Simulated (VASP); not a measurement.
Here is a VASP 6.6.1 calculation.

Contents of INCAR:

```
PREC = Accurate ; ENCUT = 520
EDIFF = 1E-6 ; ISMEAR = -1
SIGMA = 0.1 ; LREAL = False
LASPH = True ; NELM = 100
ALGO = Normal ; ISIF = 2
LWAVE = False ; LCHARG = False
NBANDS = 31
```

The input KPOINTS:

```
Automatic mesh
0
Gamma
  5 5 5
```

File POSCAR:

```
Hg3Pt
1.0
    4.3442210000      0.0000000000      0.0000000000
    0.0000000000      4.3442210000      0.0000000000
    0.0000000000      0.0000000000      4.3442210000
Hg Pt
3 1
Direct
    0.5000000000      0.5000000000      0.0000000000
    0.5000000000      0.0000000000      0.5000000000
    0.0000000000      0.5000000000      0.5000000000
    0.0000000000      0.0000000000      0.0000000000
```

Potentials or basis: VASP PAW LDA potentials, release 64 (Hg, Pt).

Run with:

```bash
$ cat potpaw_LDA.64/Hg/POTCAR potpaw_LDA.64/Pt/POTCAR > POTCAR
$ mpirun -np 1 vasp_std > vasp.out
```

(1) Predict the band gap on the k mesh.

(2) Predict the pressure.

Results:

(1) zero (band 23 reaches 5.47 eV, above the bottom of band 24 at 3.52 eV).

(2) -9.7 GPa.

Caveat: spin-orbit coupling is left out, which moves the levels of the heavy elements.
